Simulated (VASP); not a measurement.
Crystal: Ir.

```xyz
1
Lattice="0.0000 1.9293 1.9293 1.9293 0.0000 1.9293 1.9293 1.9293 0.0000" Properties=species:S:1:pos:R:3 pbc="T T T"
Ir    0.0000    0.0000    0.0000
```

Base run:

- Program: VASP 6.6.1
- Functional: BLYP
- Dispersion: D3(BJ)
- Potentials or basis: VASP PAW PBE potentials, release 64 (Ir_sv_GW)
- Cutoff: 500 eV
- k mesh: 12 × 12 × 12
- Occupations: fermi-dirac, width 0.05 eV
- Spin: no spin polarisation

Its results: pressure -1.3 GPa.

Q: The run is repeated on the same cell with these changes: potentials or basis from VASP PAW PBE potentials, release 64 (Ir_sv_GW) to VASP PAW PBE potentials, release 64 (Ir); cutoff from 500 eV to 520 eV; further incar settings from ALGO = Normal; EDIFF = 1e-06; NBANDS = 14 to ALGO = Normal; EDIFF = 1e-06; NBANDS = 10; valence electrons from 17 to 9. What comes out?

A: Pressure 3.1 GPa.

Caveats: the PAW data sets were made with another functional, which shifts forces and pressure a little; pairwise dispersion overbinds metals, which lowers pressure and volume.
